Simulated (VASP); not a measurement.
# SrO (F-43m) in VASP: a series of runs

The runs below take SrO through relaxation of cell and atoms, single point, with r2SCAN, PBE, LDA.

Everything below comes from runs of VASP 6.6.1. Logs are shortened: lines on timing, memory, paths and dates and some standing lists are left out, and cuts for length are marked.

## (1) The cell of the first run

It takes space group F-43m (No. 216, cubic). Conventional cell: a = 5.613 Å, b = 5.613 Å, c = 5.613 Å, α = 90.00°, β = 90.00°, γ = 90.00°. Within 3.2 Å of Sr (site symmetry -43m) lie 4 O at 2.43 Å. O (site symmetry -43m) has 4 Sr at 2.43 Å within 3.2 Å.

## (2) Relaxation of cell and atoms, r2SCAN

File POSCAR:

```
SrO
1.0
    0.0000000000      2.8063986452      2.8063986452
    2.8063986452      0.0000000000      2.8063986452
    2.8063986452      2.8063986452      0.0000000000
Sr O
1 1
Direct
    0.0000000000      0.0000000000      0.0000000000
    0.2500000000      0.2500000000      0.2500000000
```

File INCAR.step1:

```
SYSTEM = SrO
  PREC = Accurate
  ENCUT = 600
  ISMEAR = -1
  SIGMA = 0.02
  LREAL = .FALSE.
  LASPH = .TRUE.
  NELM = 60
  GGA = PE
  ALGO = Normal
  EDIFF = 1E-4
  LWAVE = .TRUE.
  LCHARG = .FALSE.
```

File INCAR.step2:

```
SYSTEM = SrO
  PREC = Accurate
  ENCUT = 600
  EDIFF = 1E-6
  ISMEAR = -1
  SIGMA = 0.02
  LREAL = .FALSE.
  LASPH = .TRUE.
  NELM = 60
  ALGO = Normal
  ISIF = 3
  LWAVE = .FALSE.
  LCHARG = .FALSE.
  METAGGA = R2SCAN
  LMIXTAU = .TRUE.
  IBRION = 2
  NSW = 80
  EDIFFG = -0.005
  ISTART = 1
```

File KPOINTS:

```
Automatic mesh
0
G
  8 8 8
  0 0 0
```

Potentials or basis: VASP PAW PBE potentials, release 64 (Sr_sv, O).

On the command line:

```console
$ cat potpaw_PBE.64/Sr_sv/POTCAR potpaw_PBE.64/O/POTCAR > POTCAR
$ cp INCAR.step1 INCAR
$ mpirun -np 1 vasp_std > vasp.out
$ cp INCAR.step2 INCAR
$ mpirun -np 1 vasp_std > vasp.out
```

OUTCAR:

```text
SYSTEM = SrO
   PREC = Accurate
   ENCUT = 600
   EDIFF = 1E-6
   ISMEAR = -1
   LREAL = .FALSE.
   LASPH = .TRUE.
   NELM = 60
   ISIF = 3
   METAGGA = R2SCAN
   IBRION = 2
   NSW = 80
   EDIFFG = -0.005
   ISTART = 1

 ion  position               nearest neighbor table
   1  0.000  0.000  0.000-   2 2.43   2 2.43   2 2.43   2 2.43
   2  0.250  0.250  0.250-   1 2.43   1 2.43   1 2.43   1 2.43

  LATTYP: Found a face centered cubic cell.
 ALAT       =     5.6127972904

  Lattice vectors:

 A1 = (   0.0000000000,   2.8063986452,   2.8063986452)
 A2 = (   2.8063986452,   0.0000000000,   2.8063986452)
 A3 = (   2.8063986452,   2.8063986452,   0.0000000000)

Analysis of symmetry for initial positions (statically):
=====================================================================
 Subroutine PRICEL returns:
 Original cell was already a primitive cell.

 Routine SETGRP: Setting up the symmetry group for a
 face centered cubic supercell.

 Subroutine GETGRP returns: Found 24 space group operations
 (whereof 24 operations were pure point group operations)
 out of a pool of 48 trial point group operations.

The static configuration has the point symmetry T_d .

Analysis of symmetry for dynamics (positions and initial velocities):
=====================================================================
 Subroutine PRICEL returns:
 Original cell was already a primitive cell.

 Routine SETGRP: Setting up the symmetry group for a
 face centered cubic supercell.

 Subroutine GETGRP returns: Found 24 space group operations
 (whereof 24 operations were pure point group operations)
 out of a pool of 48 trial point group operations.

The dynamic configuration has the point symmetry T_d .

 Subroutine INISYM returns: Found 24 space group operations
 (whereof 24 operations are pure point group operations),
 and found     1 'primitive' translations

----------------------------------------------------------------------------------------

                                     Primitive cell

  volume of cell :      44.2057

  direct lattice vectors                    reciprocal lattice vectors
     0.000000000  2.806398645  2.806398645    -0.178164282  0.178164282  0.178164282
     2.806398645  0.000000000  2.806398645     0.178164282 -0.178164282  0.178164282
     2.806398645  2.806398645  0.000000000     0.178164282  0.178164282 -0.178164282

  length of vectors
     3.968847025  3.968847025  3.968847025     0.308589589  0.308589589  0.308589589

  position of ions in fractional coordinates (direct lattice)
     0.000000000  0.000000000  0.000000000
     0.250000000  0.250000000  0.250000000

  ion indices of the primitive-cell ions
   primitive index   ion index
                 1           1
                 2           2

----------------------------------------------------------------------------------------

 KPOINTS: Automatic mesh

Automatic generation of k-mesh.
 Grid dimensions read from file:
 generate k-points for:    8    8    8

 Generating k-lattice:

  Cartesian coordinates                     Fractional coordinates (reciprocal lattice)
    -0.022270535  0.022270535  0.022270535     0.125000000  0.000000000  0.000000000
     0.022270535 -0.022270535  0.022270535     0.000000000  0.125000000  0.000000000
     0.022270535  0.022270535 -0.022270535     0.000000000  0.000000000  0.125000000

  Length of vectors
     0.038573699  0.038573699  0.038573699

  Shift w.r.t. Gamma in fractional coordinates (k-lattice)
     0.000000000  0.000000000  0.000000000

 Subroutine IBZKPT returns following result:
 ===========================================

 Found     29 irreducible k-points:

 Following reciprocal coordinates:
            Coordinates               Weight
  0.000000  0.000000  0.000000      1.000000
  0.125000  0.000000  0.000000      8.000000
  0.250000  0.000000  0.000000      8.000000
  0.375000  0.000000  0.000000      8.000000
  0.500000  0.000000  0.000000      4.000000
  0.125000  0.125000  0.000000      6.000000
[... 16 lines left out ...]
  0.500000  0.250000  0.125000     48.000000
 -0.375000  0.250000  0.125000     24.000000
 [... further k-points ...]
   k-points           NKPTS =     29   k-points in BZ     NKDIM =     29   number of bands    NBANDS=     12
   number of dos      NEDOS =    301   number of ions     NIONS =      2
   total plane-waves  NPLWV =  32768
   dimension x,y,z NGX =    32 NGY =   32 NGZ =   32
   dimension x,y,z NGXF=    64 NGYF=   64 NGZF=   64
   ions per type =               1   1
   NGX,Y,Z   is equivalent  to a cutoff of  13.40, 13.40, 13.40 a.u.
   NGXF,Y,Z  is equivalent  to a cutoff of  26.81, 26.81, 26.81 a.u.
 SYSTEM =  SrO
   PREC   = accura    normal or accurate (medium, high low for compatibility)
   ISTART =      1    job   : 0-new  1-cont  2-samecut
   ICHARG =      0    charge: 1-file 2-atom 10-const
   ISPIN  =      1    spin polarized calculation?
   LNONCOLLINEAR =      F non collinear calculations
   LSORBIT =      F    spin-orbit coupling
   LASPH  =      T    aspherical Exc in radial PAW
   ENCUT  =  600.0 eV  44.10 Ry    6.64 a.u.   7.93  7.93  7.93*2*pi/ulx,y,z
   NELM   =     60;   NELMIN=  2; NELMDL=  0     # of ELM steps
   EDIFF  = 0.1E-05   stopping-criterion for ELM
   LREAL  =      F    real-space projection
   EDIFFG = -.5E-02   stopping-criterion for IOM
   NSW    =     80    number of steps for IOM
   IBRION =      2    ionic relax: 0-MD 1-quasi-New 2-CG
   NFREE  =      1    steps in history (QN), initial steepest desc. (CG)
   ISIF   =      3    stress and relaxation
   ISYM   =      2    0-nonsym 1-usesym 2-fastsym
   POTIM  = 0.5000    time-step for ionic-motion
   TEBEG  =    0.0;   TEEND  =   0.0 temperature during run
   PSTRESS=    0.0 pullay stress
   NELECT =      16.0000    total number of electrons
   NUPDOWN=      -1.0000    fix difference up-down
   EMIN   =  10.00;   EMAX   =-10.00  energy-range for DOS
   EFERMI =   0.00;   METHOD = LEGACY
   ISMEAR =    -1;   SIGMA  =   0.02  broadening in eV -4-tet -1-fermi 0-gaus
   EFERMI_NEDOS =   21; number of points for ismear=-14 and -15
   IALGO  =     38    algorithm
   IMIX   =      4    mixing-type and parameters
     AMIX     =   0.40;   BMIX     =  1.00
     AMIX_MAG =   1.60;   BMIX_MAG =  1.00
  volume/ion in A,a.u.               =      22.10       149.16
  Fermi-wavevector in a.u.,A,eV,Ry     =   1.166690  2.204724 18.519781  1.361165
  Thomas-Fermi vector in A             =   2.303200
   LORBIT       =      0    0 simple, 1 ext, 2 COOP (PROOUT), +10 PAW based schemes
   METAGGA = R2SCAN    functional components
   LHFCALC =     F    Hartree Fock is set to
   AEXX    =    0.0000 exact exchange contribution
   IVDW    =     0    specifies the selected vdW correction
   LEPSILON=     F    determine dielectric tensor
   LRPA    =     F    only Hartree local field effects (RPA)
 conjugate gradient relaxation of ions
 non-spin polarized calculation
  energy-cutoff  :      600.00
  volume of cell :       44.21
 maximum number of plane-waves:      1490
   NGX = 15   NGY = 15   NGZ = 15

--------------------------------------- Ionic step        1  -------------------------------------------

 number of electron      16.0000004 magnetization

 Free energy of the ion-electron system (eV)
  ---------------------------------------------------
  ext. energy  EPLUGINS =         0.00000000
  ---------------------------------------------------
  free energy    TOTEN  =       -26.63461771 eV

  energy without entropy =      -26.63461771  energy(sigma->0) =      -26.63461771

------------------------ aborting loop because EDIFF is reached ----------------------------------------

  FORCE on cell =-STRESS in cart. coord.  units (eV):
  Direction    XX          YY          ZZ          XY          YZ          ZX
  --------------------------------------------------------------------------------------
  -------------------------------------------------------------------------------------
  Total       -0.1685968     -0.1685968     -0.1685968      0.0000000     -0.0000000     -0.0000000
  in kB       -6.1105706     -6.1105706     -6.1105706      0.0000000     -0.0000000     -0.0000000
  external PRESSURE =      -6.1105706 kB  Pullay stress =       0.0000000 kB
[... 57 lines left out ...]
  energy  without entropy=      -26.6353630921  energy(sigma->0) =      -26.63536309

--------------------------------------- Ionic step        3  -------------------------------------------

 number of electron      16.0000004 magnetization

 Free energy of the ion-electron system (eV)
  ---------------------------------------------------
  ext. energy  EPLUGINS =         0.00000000
  ---------------------------------------------------
  free energy    TOTEN  =       -26.63542778 eV

  energy without entropy =      -26.63542778  energy(sigma->0) =      -26.63542778

 E-fermi :   0.4153     XC(G=0):  -9.1044

 val. band max:       -0.0498911511   @ k =  -0.2500   0.5000   0.2500
 cond. band min:       2.8391211232   @ k =   0.0000   0.0000   0.0000
 fundamental gap:      2.8890122743
 Fermi energy:         0.4153114755

 k-point     1 :       0.0000    0.0000    0.0000
  band No.  band energies     occupation
      1     -33.3606      2.00000
      2     -15.7760      2.00000
      3     -14.6275      2.00000
      4     -14.6275      2.00000
      5     -14.6275      2.00000
      6      -0.8846      2.00000
      7      -0.8846      2.00000
      8      -0.8846      2.00000
      9       2.8391      0.00000
     10       8.6122      0.00000
     11       8.6122      0.00000
     12       9.9127      0.00000
[... 331 lines left out ...]
 k-point    24 :      -0.3750    0.2500    0.1250
  band No.  band energies     occupation
      1     -33.2891      2.00000
      2     -16.9724      2.00000
      3     -14.9236      2.00000
      4     -14.7652      2.00000
      5     -13.4964      2.00000
      6      -0.7261      2.00000
      7      -0.6653      2.00000
      8      -0.3234      2.00000
      9       5.2098      0.00000
     10       6.6475      0.00000
     11       8.3378      0.00000
     12       9.4943      0.00000

 [... further k-points ...]

------------------------ aborting loop because EDIFF is reached ----------------------------------------

  FORCE on cell =-STRESS in cart. coord.  units (eV):
  Direction    XX          YY          ZZ          XY          YZ          ZX
  --------------------------------------------------------------------------------------
  -------------------------------------------------------------------------------------
  Total        0.0002185      0.0002185      0.0002185     -0.0000000     -0.0000000     -0.0000000
  in kB        0.0079965      0.0079965      0.0079965     -0.0000000     -0.0000000     -0.0000000
  external PRESSURE =       0.0079965 kB  Pullay stress =       0.0000000 kB
[... 17 lines left out ...]
  FREE ENERGIE OF THE ION-ELECTRON SYSTEM (eV)
  ---------------------------------------------------
  free  energy   TOTEN  =       -26.6354277837 eV

  energy  without entropy=      -26.6354277837  energy(sigma->0) =      -26.63542778

 reached required accuracy - stopping structural energy minimisation
```

Wall time 79 s (1 thread of Intel Xeon 6975P-C (Granite Rapids), shared host); peak memory 0.2 GiB.

Results:

* Free energy: -26.6354 eV
* Relaxed volume: 21.89 Å³/atom
* Relaxed cell: a = 3.956 Å, b = 3.956 Å, c = 3.956 Å, α = 60.00°, β = 60.00°, γ = 60.00°
* Space group after relaxing (to 0.1 Å): F-43m (No. 216)
* Energy gained by relaxing: 0.4 meV/atom
* Ionic steps: 3
* Pressure after relaxing: 0.0 GPa
* Band gap on the k mesh: 2.89 eV (least direct gap 3.72 eV)

The path:
```tsv
step	energy change (eV)	largest force (eV/Å)	pressure (GPa)	volume (Å³)
1	0.0000	0.0000	-0.61	44.21
2	-0.0007	0.0000	0.18	43.67
3	-0.0008	0.0000	0.00	43.79
```

Final structure:
```xyz
2
Lattice="0.0000 2.7975 2.7975 2.7975 0.0000 2.7975 2.7975 2.7975 0.0000" Properties=species:S:1:pos:R:3 pbc="T T T"
Sr    0.0000    0.0000    0.0000
O     1.3987    1.3987    1.3987
```

Levels at points of the mesh, in eV from the valence-band top:
| k point | band 4 | band 5 | band 6 | band 7 | band 8 | band 9 | band 10 | band 11 | band 12 |
| --- | --- | --- | --- | --- | --- | --- | --- | --- | --- |
| (0.00, 0.00, 0.00) | -14.58 | -14.58 | -0.83 | -0.83 | -0.83 | 2.89 | 8.66 | 8.66 | 9.96 |
| (0.50, 0.00, 0.00) | -14.66 | -13.71 | -0.70 | -0.52 | -0.52 | 5.62 | 7.61 | 8.17 | 8.17 |
| (0.50, 0.50, 0.00) | -14.80 | -13.39 | -1.39 | -0.01 | -0.01 | 4.90 | 6.20 | 10.27 | 10.56 |

Caveat: the PAW data sets were made with another functional, which shifts forces and pressure a little.

## (3) Single point, PBE, non-collinear spin, zero start, spin-orbit coupling

This run uses another cell than the first one, of 21.77 Å³/atom.

File INCAR:

```
SYSTEM = SrO
PREC = Accurate ; ENCUT = 520
EDIFF = 1E-6 ; ISMEAR = 0
SIGMA = 0.01 ; LREAL = .False.
LASPH = .True. ; NELM = 150
ALGO = Normal ; ISIF = 2
LWAVE = .False. ; LCHARG = .False.
MAGMOM = 0 0 0 0 0 0 ; LORBIT = 11
LSORBIT = .True. ; GGA_COMPAT = .False.
LORBMOM = .True. ; GGA = PE
NBANDS = 28
```

File KPOINTS:

```
regular mesh
0
Gamma
  8 8 8
  0 0 0
```

File POSCAR:

```
SrO
1.0
    0.0000000000      2.7922805133      2.7922805133
    2.7922805133      0.0000000000      2.7922805133
    2.7922805133      2.7922805133      0.0000000000
Sr O
1 1
Direct
    0.0000000000      0.0000000000      0.0000000000
    0.2500000000      0.2500000000      0.2500000000
```

Potentials or basis: VASP PAW PBE potentials, release 64 (Sr_sv, O).

On the command line:

```console
$ cat potpaw_PBE.64/Sr_sv/POTCAR potpaw_PBE.64/O/POTCAR > POTCAR
$ mpirun -np 1 vasp_ncl > vasp.out
```

Run time: 88 s. Hardware: 1 thread of Intel Xeon 6975P-C (Granite Rapids), shared host; peak memory 0.32 GiB.

It converged, with:

| Property | Result |
| --- | --- |
| Free energy | -11.8489 eV |
| Pressure | 1.4 GPa |
| Net moment | 0.00 μB per cell |
| Valence electrons inside the program's atomic spheres | Sr 8.13; O 4.98 |

Moments on the atoms (μB; x, y, z):
```
Sr  0.00 0.00 0.00
O   0.00 0.00 0.00
```

## (4) Single point, LDA

This run uses another cell than the first one, of 20.52 Å³/atom.

File INCAR:

```
ALGO = Normal ; EDIFF = 1E-7
ENCUT = 520 ; GGA = CA
ISIF = 2 ; ISMEAR = -1
LASPH = T ; LCHARG = F
LREAL = F ; LWAVE = F
NBANDS = 15 ; NELM = 100
PREC = Accurate ; SIGMA = 0.02
```

File KPOINTS:

```
k-points
0
Gamma
  8 8 8
```

File POSCAR:

```
SrO
1.0
    0.0000000000      2.7376228952      2.7376228952
    2.7376228952      0.0000000000      2.7376228952
    2.7376228952      2.7376228952      0.0000000000
Sr O
1 1
Direct
    0.0000000000      0.0000000000      0.0000000000
    0.2500000000      0.2500000000      0.2500000000
```

Potentials or basis: VASP PAW LDA potentials, release 64 (Sr_sv, O).

On the command line:

```console
$ cat potpaw_LDA.64/Sr_sv/POTCAR potpaw_LDA.64/O/POTCAR > POTCAR
$ mpirun -np 1 vasp_std > vasp.out
```

It took 18 s on 1 thread of Intel Xeon 8259CL, shared host; peak memory 0.16 GiB.

Results (log left out):

```
Free energy            : -12.9473 eV
Pressure               : 0.7 GPa
Band gap on the k mesh : 2.45 eV (least direct gap 3.45 eV)
```

Levels at points of the mesh, in eV from the valence-band top:
```csv
k point,band 4,band 5,band 6,band 7,band 8,band 9,band 10,band 11,band 12,band 13
"(0.00, 0.00, 0.00)",-13.69,-13.69,-1.00,-1.00,-1.00,2.45,8.21,8.21,9.64,9.64
"(0.50, 0.00, 0.00)",-13.81,-12.58,-0.76,-0.64,-0.64,5.24,7.24,7.73,7.73,10.25
"(0.50, 0.50, 0.00)",-13.99,-12.19,-1.62,0.00,0.00,4.47,5.74,9.97,10.28,10.28
```

A k mesh can miss the band edges.

[end of part 1 of 2]
